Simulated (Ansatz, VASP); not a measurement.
# One calculation of Si, two programs

Contents of INCAR:

```
PREC = Accurate
ENCUT = 520
EDIFF = 1E-6
ISMEAR = 0
SIGMA = 0.15
LREAL = False
LASPH = True
NELM = 80
ALGO = Normal
ISIF = 2
LWAVE = False
LCHARG = False
GGA = PS
NBANDS = 26
```

KPOINTS

```
regular mesh
0
Gamma
  10 10 10
```

POSCAR

```
Si
1.0
   -3.2801460411      3.2801460411      3.1256511626
    3.2801460411     -3.2801460411      3.1256511626
    3.2801460411      3.2801460411     -3.1256511626
Si
8
Direct
    0.2047947401      0.2047947401      0.2047947401
    0.5000000000      0.0000000000      0.2952052599
    0.2952052599      0.5000000000      0.0000000000
    0.0000000000      0.2952052599      0.5000000000
    0.7952052599      0.7952052599      0.7952052599
    0.5000000000      0.0000000000      0.7047947401
    0.7047947401      0.5000000000      0.0000000000
    0.0000000000      0.7047947401      0.5000000000
```

Input for Ansatz:

```yaml
crystal:
  lattice:
    - [-3.2801460411, 3.2801460411, 3.1256511626]
    - [3.2801460411, -3.2801460411, 3.1256511626]
    - [3.2801460411, 3.2801460411, -3.1256511626]
  atoms:
    - { symbol: Si, position: [0.2047947401, 0.2047947401, 0.2047947401] }
    - { symbol: Si, position: [0.5, 0.0, 0.2952052599] }
    - { symbol: Si, position: [0.2952052599, 0.5, 0.0] }
    - { symbol: Si, position: [0.0, 0.2952052599, 0.5] }
    - { symbol: Si, position: [0.7952052599, 0.7952052599, 0.7952052599] }
    - { symbol: Si, position: [0.5, 0.0, 0.7047947401] }
    - { symbol: Si, position: [0.7047947401, 0.5, 0.0] }
    - { symbol: Si, position: [0.0, 0.7047947401, 0.5] }
basis:
  ecutwfc: 420
kpoints:
  mp_grid: { grid: [10, 10, 10] }
hamiltonian:
  xc: pbesol
  pseudopotentials: { kind: paw, azcp: { folder: soft_1 } }
scf:
  occupations: { method: gaussian, width: 0.15 }
output:
  forces: true
  stress: true
  eigenvalues: true
```

Alike in both runs: task single point; functional PBEsol; k mesh 10 × 10 × 10; occupations gaussian, width 0.15 eV; no spin polarisation.

|  | VASP | Ansatz |
| --- | --- | --- |
| version | VASP 6.6.1 | Ansatz 0.2.0 |
| potentials or method | VASP PAW PBE potentials, release 64 (Si), cutoff 520 eV | scalar-relativistic, plane waves, PAW |
| valence electrons in the cell | 32 | 32 |

|  | VASP | Ansatz | Ansatz less VASP |
| --- | --- | --- | --- |
| gap on the k mesh at the Fermi level (eV) | none | none | - |
| pressure (GPa) | 8.1 | 8.0 | -0.15 |
| traceless stress, the component that is largest in VASP (GPa) | 5.13 | 5.13 | -0.004 |
| rms of the force components (eV/Å) | 0.314 | 0.309 | -0.0053 |

VASP's potentials were made for PBE, not for PBEsol, and Ansatz warns of the same on its side. Atom by atom the forces differ by 0.007 eV/Å (rms over components). A gap of «none» marks a metal or a gap that the smearing closes.
